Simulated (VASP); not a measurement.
# Ti3Sn5O16 (P1) in VASP: further runs

The runs below take Ti3Sn5O16 through single point, with PBEsol.

All numbers are computed with VASP 6.6.1; they aren't measurements. Logs are shortened: lines on timing, memory, paths and dates and some standing lists are left out, and cuts for length are marked.

## (1) The cell of the first run

The typed cell holds 48 atoms: a = 9.403 Å, b = 9.403 Å, c = 6.217 Å, α = 90.00°, β = 90.00°, γ = 90.00°.

## (2) Single point, PBEsol

File INCAR:

```
  ALGO = Normal
  EDIFF = 1E-7
  ENCUT = 520
  GGA = PS
  ISIF = 2
  ISMEAR = -1
  LASPH = T
  LCHARG = F
  LREAL = Auto
  LWAVE = F
  NBANDS = 232
  NELM = 60
  PREC = Accurate
  SIGMA = 0.05
```

File KPOINTS:

```
k-points
0
Gamma
  1 1 1
```

File POSCAR:

```
Ti3Sn5O16
1.0
    9.4030920000      0.0000000000      0.0000000000
    0.0000000000      9.4030920000      0.0000000000
    0.0000000000      0.0000000000      6.2165470000
Sn Ti O
10 6 32
Direct
    0.9993980000      0.9954670000      0.0011420000
    0.0016450000      0.4989060000      0.0024830000
    0.5008720000      0.0022250000      0.9999000000
    0.5016290000      0.5024250000      0.9978920000
    0.4976300000      0.4978990000      0.4956510000
    0.2479260000      0.2482160000      0.2496100000
    0.2460560000      0.7503620000      0.7570820000
    0.7541990000      0.2495270000      0.2479500000
    0.7479170000      0.2472270000      0.7516630000
    0.7479530000      0.7499210000      0.7493240000
    0.9978700000      0.0016310000      0.4960360000
    0.0015440000      0.5004530000      0.5043250000
    0.5000550000      0.9976140000      0.4991980000
    0.2511910000      0.2458340000      0.7501840000
    0.2499320000      0.7476570000      0.2552120000
    0.7459110000      0.7469950000      0.2480150000
    0.1536830000      0.1519120000      0.9995240000
    0.1532440000      0.1500010000      0.5002580000
    0.1488550000      0.6545710000      0.9969780000
    0.1542980000      0.6530850000      0.5037060000
    0.6499880000      0.1559480000      0.0053080000
    0.6526520000      0.1555140000      0.4961160000
    0.6513500000      0.6527590000      0.9989230000
    0.6541270000      0.6518330000      0.4983280000
    0.3456980000      0.3491240000      0.0008100000
    0.3451260000      0.3504460000      0.5025360000
    0.3483700000      0.8477740000      0.0009270000
    0.3504100000      0.8435260000      0.4980360000
    0.8510570000      0.3464160000      0.0038230000
    0.8451380000      0.3501730000      0.4918870000
    0.8446070000      0.8446520000      0.0012120000
    0.8457050000      0.8458460000      0.4963060000
    0.0960170000      0.4013940000      0.2514920000
    0.0938760000      0.4000380000      0.7519260000
    0.0999530000      0.9068200000      0.2495730000
    0.0962970000      0.9006690000      0.7474700000
    0.6001510000      0.4015920000      0.2450130000
    0.5982380000      0.4049880000      0.7507620000
    0.6001900000      0.9041410000      0.2498310000
    0.5975920000      0.9020480000      0.7525450000
    0.4018840000      0.0975690000      0.2551130000
    0.3980200000      0.0961970000      0.7493200000
    0.4025190000      0.5984230000      0.2509320000
    0.4029580000      0.5984100000      0.7545310000
    0.8993840000      0.0963600000      0.2480350000
    0.9032600000      0.0997090000      0.7474130000
    0.9055340000      0.5951600000      0.2502960000
    0.8976470000      0.5955800000      0.7492290000
```

Potentials or basis: VASP PAW PBE potentials, release 64 (Sn_d, Ti_sv, O).

Command:

```console
cat potpaw_PBE.64/Sn_d/POTCAR potpaw_PBE.64/Ti_sv/POTCAR potpaw_PBE.64/O/POTCAR > POTCAR
mpirun -np 1 vasp_gam > vasp.out
```

OUTCAR:

```text
EDIFF = 1E-7
   ENCUT = 520
   GGA = PS
   ISIF = 2
   ISMEAR = -1
   LASPH = T
   LREAL = Auto
   NELM = 60
   PREC = Accurate

 ion  position               nearest neighbor table
   1  0.999  0.995  0.001-  35 1.99  36 2.03  31 2.03  45 2.03  46 2.07  17 2.07  11 3.08  11 3.14
                             7 3.60  10 3.66   8 3.66   6 3.67   9 3.69
   2  0.002  0.499  0.002-  47 2.00  33 2.01  34 2.01  19 2.01  29 2.02  48 2.06  12 3.10  12 3.12
                             7 3.63   8 3.64   6 3.64   9 3.70  10 3.71
   3  0.501  0.002  1.000-  21 2.01  40 2.02  39 2.03  42 2.04  27 2.04  41 2.05  13 3.10  13 3.11
                             9 3.62   6 3.66  10 3.67   8 3.67   7 3.69
   4  0.502  0.502  0.998-  44 1.99  23 2.00  38 2.01  37 2.03  43 2.04  25 2.06   5 3.09   5 3.12
                            10 3.63   7 3.67   9 3.67   8 3.70   6 3.72
   5  0.498  0.498  0.496-  26 2.00  43 2.00  38 2.04  37 2.04  24 2.06  44 2.07   4 3.09   4 3.12
                             6 3.66   9 3.69  10 3.69   8 3.69   7 3.72
   6  0.248  0.248  0.250-  17 2.01  18 2.02  41 2.03  33 2.03  25 2.03  26 2.06  14 3.10  14 3.11
                             2 3.64   5 3.66   3 3.66   1 3.67   4 3.72
   7  0.246  0.750  0.757-  19 1.97  36 2.00  20 2.02  27 2.02  44 2.05  28 2.08  15 3.10  15 3.12
                             1 3.60   2 3.63   4 3.67   3 3.69   5 3.72
   8  0.754  0.250  0.248-  30 1.98  45 1.98  29 1.99  21 2.00  22 2.02  37 2.04   9 3.09   9 3.13
                             2 3.64   1 3.66   3 3.67   5 3.69   4 3.70
   9  0.748  0.247  0.752-  46 2.01  22 2.02  21 2.02  38 2.04  29 2.07  30 2.09   8 3.09   8 3.13
                             3 3.62   4 3.67   1 3.69   5 3.69   2 3.70
  10  0.748  0.750  0.749-  40 2.01  24 2.02  23 2.02  31 2.02  48 2.02  32 2.03  16 3.10  16 3.12
                             4 3.63   1 3.66   3 3.67   5 3.69   2 3.71
  11  0.998  0.002  0.496-  45 2.01  35 2.02  18 2.02  46 2.02  32 2.05  36 2.05   1 3.08   1 3.14

  12  0.002  0.500  0.504-  34 2.00  48 2.02  47 2.03  20 2.03  33 2.03  30 2.04   2 3.10   2 3.12

  13  0.500  0.998  0.499-  41 2.01  39 2.02  28 2.02  40 2.03  42 2.05  22 2.06   3 3.10   3 3.11

  14  0.251  0.246  0.750-  42 1.97  17 2.01  18 2.02  26 2.03  25 2.04  34 2.07   6 3.10   6 3.11

  15  0.250  0.748  0.255-  28 2.00  20 2.00  43 2.01  35 2.06  27 2.06  19 2.06   7 3.10   7 3.12

  16  0.746  0.747  0.248-  24 1.99  23 1.99  31 2.01  39 2.02  32 2.03  47 2.07  10 3.10  10 3.12

  17  0.154  0.152  1.000-   6 2.01  14 2.01   1 2.07
  18  0.153  0.150  0.500-   6 2.02  14 2.02  11 2.02
  19  0.149  0.655  0.997-   7 1.97   2 2.01  15 2.06
  20  0.154  0.653  0.504-  15 2.00   7 2.02  12 2.03
  21  0.650  0.156  0.005-   8 2.00   3 2.01   9 2.02
  22  0.653  0.156  0.496-   9 2.02   8 2.02  13 2.06
[... 24 lines left out ...]
  47  0.906  0.595  0.250-   2 2.00  12 2.03  16 2.07
  48  0.898  0.596  0.749-  12 2.02  10 2.02   2 2.06

  LATTYP: Found a simple tetragonal cell.
 ALAT       =     9.4030920000
 C/A-ratio  =     0.6611173218

  Lattice vectors:

 A1 = (   9.4030920000,   0.0000000000,   0.0000000000)
 A2 = (   0.0000000000,   9.4030920000,   0.0000000000)
 A3 = (   0.0000000000,   0.0000000000,   6.2165470000)

Analysis of symmetry for initial positions (statically):
=====================================================================
 Subroutine PRICEL returns:
 Original cell was already a primitive cell.

 Routine SETGRP: Setting up the symmetry group for a
 simple tetragonal supercell.

 Subroutine GETGRP returns: Found  1 space group operations
 (whereof  1 operations were pure point group operations)
 out of a pool of 16 trial point group operations.

The static configuration has the point symmetry C_1 .

Analysis of symmetry for dynamics (positions and initial velocities):
=====================================================================
 Subroutine PRICEL returns:
 Original cell was already a primitive cell.

 Routine SETGRP: Setting up the symmetry group for a
[... 44 lines left out ...]
   TEBEG  =    0.0;   TEEND  =   0.0 temperature during run
   PSTRESS=    0.0 pullay stress
   NELECT =     404.0000    total number of electrons
   NUPDOWN=      -1.0000    fix difference up-down
   EMIN   =  10.00;   EMAX   =-10.00  energy-range for DOS
   EFERMI =   0.00;   METHOD = LEGACY
   ISMEAR =    -1;   SIGMA  =   0.05  broadening in eV -4-tet -1-fermi 0-gaus
   EFERMI_NEDOS =   21; number of points for ismear=-14 and -15
   IALGO  =     38    algorithm
   IMIX   =      4    mixing-type and parameters
     AMIX     =   0.40;   BMIX     =  1.00
     AMIX_MAG =   1.60;   BMIX_MAG =  1.00
  volume/ion in A,a.u.               =      11.45        77.28
  Fermi-wavevector in a.u.,A,eV,Ry     =   1.477424  2.791926 29.698539  2.182781
  Thomas-Fermi vector in A             =   2.591830
   LORBIT       =      0    0 simple, 1 ext, 2 COOP (PROOUT), +10 PAW based schemes
   GGA     = PS    functional components
   LHFCALC =     F    Hartree Fock is set to
   AEXX    =    0.0000 exact exchange contribution
   IVDW    =     0    specifies the selected vdW correction
   LEPSILON=     F    determine dielectric tensor
   LRPA    =     F    only Hartree local field effects (RPA)
 non-spin polarized calculation
  energy-cutoff  :      520.00
  volume of cell :      549.66
 maximum number of plane-waves:      7386
 NGX is ok and might be reduce to    70
   NGX = 35   NGY = 35   NGZ = 23

 number of electron     404.0000023 magnetization

 Free energy of the ion-electron system (eV)
  ---------------------------------------------------
  ext. energy  EPLUGINS =         0.00000000
  ---------------------------------------------------
  free energy    TOTEN  =      -360.58812442 eV

  energy without entropy =     -360.58812421  energy(sigma->0) =     -360.58812432

 E-fermi :   6.4122     XC(G=0): -11.5319

 val. band max:        5.5818921351   @ k =   0.0000   0.0000   0.0000
 cond. band min:       7.2441669511   @ k =   0.0000   0.0000   0.0000
 fundamental gap:      1.6622748160
 Fermi energy:         6.4122103925

 k-point     1 :       0.0000    0.0000    0.0000
  band No.  band energies     occupation
      1     -51.5267      2.00000
      2     -51.4938      2.00000
      3     -51.4734      2.00000
      4     -51.4184      2.00000
      5     -51.3833      2.00000
      6     -51.2953      2.00000
[... 206 lines left out ...]
    213       8.2045      0.00000
    214       8.2462      0.00000
 [bands above 214 left out]

------------------------ aborting loop because EDIFF is reached ----------------------------------------

  FORCE on cell =-STRESS in cart. coord.  units (eV):
  Direction    XX          YY          ZZ          XY          YZ          ZX
  --------------------------------------------------------------------------------------
  -------------------------------------------------------------------------------------
  Total       -1.1132985     -0.7978346     30.2821204     -0.1307444     -0.0190706      0.4591481
  in kB       -3.2451264     -2.3255883     88.2686070     -0.3811036     -0.0555885      1.3383595
  external PRESSURE =      27.5659641 kB  Pullay stress =       0.0000000 kB

 VOLUME and BASIS-vectors are now :
 -----------------------------------------------------------------------------
  energy-cutoff  :      520.00
  volume of cell :      549.66
      direct lattice vectors                 reciprocal lattice vectors
     9.403092000  0.000000000  0.000000000     0.106347997  0.000000000  0.000000000
     0.000000000  9.403092000  0.000000000     0.000000000  0.106347997  0.000000000
     0.000000000  0.000000000  6.216547000     0.000000000  0.000000000  0.160861005

 POSITION                                       TOTAL-FORCE (eV/Angst)
 -----------------------------------------------------------------------------------
      9.39743      9.36047      0.00710        -0.061339      0.494269     -0.622693
      0.01547      4.69126      0.01544        -0.429806      0.073793     -0.421542
      4.70975      0.02092      6.21593        -0.467612     -0.249084      0.360049
      4.71686      4.72435      6.20344        -0.470118     -0.826029      0.503663
      4.67926      4.68179      3.08124         0.707194      0.143139      0.579852
      2.33127      2.33400      1.55171         0.303195      0.553247      0.288413
[... 40 lines left out ...]
      8.51482      5.59634      1.55598        -0.544076      0.644353      1.227978
      8.44066      5.60029      4.65762         0.960488     -0.707838     -0.869536
 -----------------------------------------------------------------------------------
    total drift:                               -0.014305     -0.041685     -0.011940

  FREE ENERGIE OF THE ION-ELECTRON SYSTEM (eV)
  ---------------------------------------------------
  free  energy   TOTEN  =      -360.5881244238 eV

  energy  without entropy=     -360.5881242067  energy(sigma->0) =     -360.58812432
```

It took 4.7 min on 1 thread of Intel Xeon Platinum 8259CL at 2.50GHz (Skylake/Cascade Lake), shared host; peak memory 0.52 GiB.

What came out:

| Property | Result |
| --- | --- |
| Free energy | -360.5881 eV |
| Pressure | 2.8 GPa |
| Largest force | 2.502 eV/Å |
| Band gap on the k mesh | 1.66 eV |

Forces on the atoms (eV/Å):
```
Sn  -0.061  0.494 -0.623
Sn  -0.430  0.074 -0.422
Sn  -0.468 -0.249  0.360
Sn  -0.470 -0.826  0.504
Sn   0.707  0.143  0.580
Sn   0.303  0.553  0.288
Sn   1.194  0.019 -1.107
Sn  -0.693  0.685  0.685
Sn   0.364  1.104 -0.775
Sn   0.442 -0.144 -0.429
Ti   0.027 -0.327  0.063
Ti  -0.688 -0.440 -0.025
Ti   0.178  0.131 -0.266
Ti  -0.215  0.336  0.025
Ti   0.262  0.066  0.390
Ti   0.490 -0.099  0.535
O    0.107  0.131 -1.229
O   -0.372 -0.185  1.171
O    0.569  0.390  1.822
O   -0.353 -0.371 -1.445
O   -0.521 -0.599 -0.580
O   -1.695 -1.793  0.415
O    0.881  0.943  1.298
O    0.194  0.463 -1.276
O   -0.608 -0.816 -1.146
O   -1.031 -1.238  0.904
O   -0.521 -0.511  1.234
O    0.145  0.359 -0.879
O    0.041  0.105 -0.871
O    1.511  1.299  1.184
O   -0.203 -0.202  0.981
O    0.455  0.513 -0.977
O   -0.202  0.414  1.253
O    0.341 -0.187 -1.385
O    0.244 -0.595  1.445
O   -0.913  0.994 -0.961
O   -0.174  0.127  0.222
O    0.389 -0.507 -0.341
O   -0.044 -0.160  1.133
O   -0.741  0.924 -1.230
O    0.779 -0.756  0.846
O    0.184  0.152 -1.026
O   -1.457  1.462 -0.274
O   -0.605  0.611 -0.699
O    1.319 -1.267  1.050
O    0.920 -1.158 -0.777
O   -0.544  0.644  1.228
O    0.960 -0.708 -0.870
```

Caveat: the k points lie up to 1.01 Å⁻¹ apart, too coarse for converged energies, forces and pressures; the PAW data sets were made with another functional, which shifts forces and pressure a little; spin-orbit coupling is left out, which moves the levels of the heavy elements.

## (3) Single point, PBEsol

File INCAR:

```
SYSTEM = Ti3Sn5O16
  PREC = Accurate
  ENCUT = 520
  EDIFF = 1E-6
  ISMEAR = -1
  SIGMA = 0.05
  LREAL = Auto
  LASPH = .True.
  NELM = 60
  ALGO = Normal
  ISIF = 2
  LWAVE = .False.
  LCHARG = .False.
  GGA = PS
  NBANDS = 232
  ISYM = 0
```

File KPOINTS:

```
Automatic mesh
0
Gamma
  1 1 1
  0.25 0.25 0.25
```

POSCAR is that of step 2.

Potentials or basis: VASP PAW PBE potentials, release 64 (Sn_d, Ti_sv, O).

Command:

```console
cat potpaw_PBE.64/Sn_d/POTCAR potpaw_PBE.64/Ti_sv/POTCAR potpaw_PBE.64/O/POTCAR > POTCAR
mpirun -np 1 vasp_std > vasp.out
```

Wall time 17 min (1 thread of Intel Xeon Platinum 8259CL at 2.50GHz (Skylake/Cascade Lake), shared host); peak memory 0.72 GiB.

Results (log left out):

| Quantity | Value |
| --- | --- |
| Free energy | -362.8187 eV |
| Pressure | 2.8 GPa |
| Largest force | 2.388 eV/Å |
| Band gap on the k mesh | 2.06 eV |

Forces on the atoms (eV/Å):
```
Sn  -0.081  0.471 -0.681
Sn  -0.376  0.124 -0.408
Sn  -0.489 -0.282  0.367
Sn  -0.487 -0.794  0.443
Sn   0.687  0.167  0.657
Sn   0.278  0.538  0.298
Sn   1.141  0.063 -0.984
Sn  -0.628  0.634  0.588
Sn   0.407  1.079 -0.697
Sn   0.444 -0.131 -0.429
Ti  -0.013 -0.290  0.136
Ti  -0.579 -0.302 -0.114
Ti   0.081  0.049 -0.329
Ti  -0.208  0.340  0.028
Ti   0.177  0.185  0.250
Ti   0.500 -0.094  0.537
O    0.108  0.113 -1.474
O   -0.612 -0.431  1.388
O    0.497  0.338  2.035
O   -0.568 -0.589 -1.624
O   -0.309 -0.452 -0.554
O   -1.627 -1.703  0.399
O    0.764  0.839  1.525
O    0.010  0.304 -1.504
O   -0.504 -0.676 -1.375
O   -0.879 -1.056  1.125
O   -0.474 -0.438  1.490
O    0.350  0.574 -1.063
O   -0.165 -0.103 -0.853
O    1.423  1.178  1.197
O   -0.172 -0.186  1.246
O    0.702  0.742 -1.224
O   -0.151  0.319  1.505
O    0.616 -0.412 -1.614
O    0.531 -0.810  1.642
O   -0.881  0.929 -1.217
O   -0.328  0.232  0.204
O    0.320 -0.397 -0.340
O    0.189 -0.380  1.359
O   -0.694  0.877 -1.458
O    0.716 -0.705  1.096
O   -0.054  0.324 -1.257
O   -1.390  1.313 -0.289
O   -0.383  0.435 -0.698
O    1.208 -1.112  1.288
O    0.767 -1.045 -0.997
O   -0.821  0.892  1.490
O    0.958 -0.669 -1.111
```

Stress tensor (GPa, compression positive):
```
 1.96 -0.05  0.12
-0.05  2.04 -0.01
 0.12 -0.01  4.26
```

Levels at points of the mesh, in eV from the valence-band top:
```tsv
k point	band 199	band 200	band 201	band 202	band 203	band 204	band 205	band 206
(0.25, 0.25, 0.25)	-0.50	-0.36	-0.32	0.00	2.06	2.19	2.25	2.34
```

Caveat: the PAW data sets were made with another functional, which shifts forces and pressure a little; spin-orbit coupling is left out, which moves the levels of the heavy elements; a shifted mesh leaves out Γ, where band edges can lie. A k mesh can miss the band edges.

## (4) Single point, PBEsol

File INCAR:

```
SYSTEM = Ti3Sn5O16
  PREC = Accurate
  ENCUT = 700
  EDIFF = 1E-6
  ISMEAR = -1
  SIGMA = 0.05
  LREAL = Auto
  LASPH = .True.
  NELM = 120
  ALGO = Normal
  ISIF = 2
  LWAVE = .False.
  LCHARG = .False.
  GGA = PS
  NBANDS = 232
  ISYM = -1
  GGA_COMPAT = .False.
```

File KPOINTS:

```
explicit points
1
Reciprocal
  0.25000000   0.25000000   0.25000000 1
```

POSCAR is that of step 3.

Command:

```console
cat potpaw_PBE.64/Sn_d/POTCAR potpaw_PBE.64/Ti_sv/POTCAR potpaw_PBE.64/O/POTCAR > POTCAR
mpirun -np 1 vasp_std > vasp.out
```

It took 24 min on 1 thread of Intel Xeon 8259CL, shared host; peak memory 0.82 GiB.

The run converged. Its results:

| Property | Result |
| --- | --- |
| Free energy | -362.9972 eV |
| Pressure | 2.5 GPa |
| Largest force | 2.361 eV/Å |
| Band gap on the k mesh | 2.07 eV |

Forces on the atoms (eV/Å):
```
Sn  -0.074  0.476 -0.675
Sn  -0.366  0.139 -0.399
Sn  -0.488 -0.276  0.367
Sn  -0.482 -0.784  0.445
Sn   0.681  0.162  0.658
Sn   0.277  0.524  0.306
Sn   1.141  0.071 -0.975
Sn  -0.635  0.619  0.584
Sn   0.395  1.074 -0.698
Sn   0.439 -0.125 -0.439
Ti  -0.011 -0.294  0.117
Ti  -0.581 -0.293 -0.129
Ti   0.067  0.026 -0.353
Ti  -0.210  0.333  0.022
Ti   0.163  0.160  0.229
Ti   0.497 -0.084  0.546
O    0.106  0.128 -1.468
O   -0.593 -0.427  1.359
O    0.502  0.331  2.036
O   -0.550 -0.571 -1.590
O   -0.308 -0.443 -0.538
O   -1.611 -1.682  0.389
O    0.764  0.839  1.501
O    0.024  0.314 -1.487
O   -0.509 -0.673 -1.356
O   -0.879 -1.061  1.105
O   -0.464 -0.439  1.488
O    0.340  0.580 -1.040
O   -0.171 -0.108 -0.834
O    1.416  1.161  1.194
O   -0.173 -0.191  1.243
O    0.692  0.732 -1.213
O   -0.145  0.330  1.497
O    0.603 -0.421 -1.584
O    0.526 -0.802  1.659
O   -0.894  0.918 -1.211
O   -0.315  0.234  0.197
O    0.326 -0.410 -0.330
O    0.193 -0.374  1.335
O   -0.693  0.868 -1.450
O    0.726 -0.685  1.086
O   -0.063  0.321 -1.237
O   -1.384  1.311 -0.317
O   -0.391  0.433 -0.690
O    1.223 -1.100  1.280
O    0.758 -1.053 -0.985
O   -0.820  0.882  1.466
O    0.952 -0.672 -1.111
```

Stress tensor (GPa, compression positive):
```
 1.76 -0.06  0.00
-0.06  1.84 -0.14
 0.00 -0.14  4.03
```

Levels at points of the mesh, in eV from the valence-band top:
| k point | band 199 | band 200 | band 201 | band 202 | band 203 | band 204 | band 205 | band 206 |
| --- | --- | --- | --- | --- | --- | --- | --- | --- |
| (0.25, 0.25, 0.25) | -0.50 | -0.36 | -0.32 | 0.00 | 2.07 | 2.20 | 2.26 | 2.35 |

Caveat: the PAW data sets were made with another functional, which shifts forces and pressure a little; spin-orbit coupling is left out, which moves the levels of the heavy elements; a shifted mesh leaves out Γ, where band edges can lie.

## (5) Summary

| k mesh | cutoff (eV) | gap on the mesh (eV) | pressure (GPa) | largest force (eV/Å) |
| --- | --- | --- | --- | --- |
| 1 × 1 × 1 | 520 | 1.66 | 2.8 | 2.50 |
| 1 × 1 × 1, shifted | 520 | 2.06 | 2.8 | 2.39 |
| 1 × 1 × 1, shifted | 700 | 2.07 | 2.5 | 2.36 |

Alike in all rows: task single point; level PBEsol; potentials or basis VASP PAW PBE potentials, release 64 (Sn_d, Ti_sv, O); no spin polarisation; cell as given; smearing fermi-dirac 0.05 eV.

Caveats: some runs use coarse meshes; the PAW data sets were made with another functional, which shifts forces and pressure a little; spin-orbit coupling is left out, which moves the levels of the heavy elements; a shifted mesh leaves out Γ, where band edges can lie (at least some runs).

Absolute energies hang on the potentials; compare differences alone.
